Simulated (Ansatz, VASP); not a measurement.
## One calculation of KNbO3, two programs

```
K Nb O
1.0
     4.01297    0.00000    0.00000
     0.00000    4.01297    0.00000
     0.00000    0.00000    4.11029
K Nb O
1 1 3
Direct
  0.50000 0.50000 0.49995
  0.00000 0.00000 0.01492
  0.50000 0.00000 0.97414
  0.00000 0.50000 0.97414
  0.00000 0.00000 0.47165
```

Alike in both runs: task single point; functional PBE; k mesh 4 × 4 × 4; occupations gaussian, width 0.1 eV; no spin polarisation.

|  | VASP | Ansatz |
| --- | --- | --- |
| version | VASP 6.6.1 | Ansatz 0.2.0 |
| potentials or method | VASP PAW PBE potentials, release 64 (K_sv, Nb_sv, O), cutoff 600 eV | scalar-relativistic, plane waves, PAW |
| valence electrons in the cell | 40 | 40 |

|  | VASP | Ansatz | Ansatz less VASP |
| --- | --- | --- | --- |
| gap on the k mesh at the Fermi level (eV) | 1.54 | 1.56 | +0.018 |
| least direct gap on the mesh (eV) | 2.39 | 2.40 | +0.013 |
| pressure (GPa) | -0.6 | -0.4 | +0.25 |
| traceless stress, the component that is largest in VASP (GPa) | 0.31 | 0.29 | -0.022 |
| rms of the force components (eV/Å) | 0.132 | 0.135 | +0.0036 |

Atom by atom the forces differ by 0.006 eV/Å (rms over components). With one functional, cell and mesh, what is left measures potentials, basis and numerics.
